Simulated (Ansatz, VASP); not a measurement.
This is a calculation of MnO for Ansatz 0.2.0.

input.yaml

```yaml
crystal:
  lattice:
    - [2.9513513485, -1.7054576679, 0.0]
    - [2.9513513485, 1.7054576679, 0.0]
    - [-1.9713086957, 0.0, 2.7914475425]
  atoms:
    - { symbol: Mn, position: [0.500199, 0.500199, 0.500665], spin: 4.0 }
    - { symbol: O, position: [0.7498025, 0.7498025, 0.249336] }
kpoints:
  mp_grid: { grid: [9, 9, 9] }
scf:
  occupations: { method: fermi_dirac, width: 0.05 }
hamiltonian:
  xc: pbe
  pseudopotentials: { kind: all_electron, lapw: { basis_error: 0.0005 } }
magnetization:
  spin_polarized: true
output:
  forces: true
  stress: true
  eigenvalues: true
```

Potentials or basis: all-electron LAPW, scalar-relativistic.

Launch:

```bash
$ ansatz run input.yaml --threads 2 --pin off --max-ram 6144MiB --backend cpu --events-out ev --progress --plain --runs-dir out
```

**Question.** Set up the same calculation for VASP 6.6.1. Potentials there: VASP PAW PBE potentials, release 64 (Mn_pv, O).

**Answer.** As run (the cutoff follows the program's own potentials):

File INCAR:

```
SYSTEM = MnO
ALGO = Normal
EDIFF = 1E-6
ENCUT = 520
GGA = PE
ISIF = 2
ISMEAR = -1
ISPIN = 2
LASPH = .TRUE.
LCHARG = .FALSE.
LMAXMIX = 4
LORBIT = 11
LREAL = .FALSE.
LWAVE = .FALSE.
MAGMOM = 4 0
NBANDS = 20
NELM = 150
PREC = Accurate
SIGMA = 0.05
```

KPOINTS

```
k-points
0
G
  9 9 9
  0 0 0
```

POSCAR

```
MnO
1.0
    2.9513513485     -1.7054576679      0.0000000000
    2.9513513485      1.7054576679      0.0000000000
   -1.9713086957      0.0000000000      2.7914475425
Mn O
1 1
Direct
    0.5001990000      0.5001990000      0.5006650000
    0.7498025000      0.7498025000      0.2493360000
```

Potentials or basis: VASP PAW PBE potentials, release 64 (Mn_pv, O).

The run is started by

```console
$ cat potpaw_PBE.64/Mn_pv/POTCAR potpaw_PBE.64/O/POTCAR > POTCAR
$ mpirun -np 1 vasp_std > vasp.out
```

Both were run:

|  | VASP | Ansatz | Ansatz less VASP |
| --- | --- | --- | --- |
| gap on the k mesh at the Fermi level (eV) | none | none | - |
| pressure (GPa) | -1.5 | -1.8 | -0.28 |
| traceless stress, the component that is largest in VASP (GPa) | -0.13 | -0.13 | +0.001 |
| net moment per atom (μB) | 2.50 | 2.50 | 0.000 |
| size of the moment on the site where the two differ most (μB) | 4.43 | 4.33 | -0.100 |

Site moments also hang on the region over which each program counts them. A gap of «none» marks a metal or a gap that the smearing closes. Ansatz ran all-electron here, and VASP with PAW potentials.
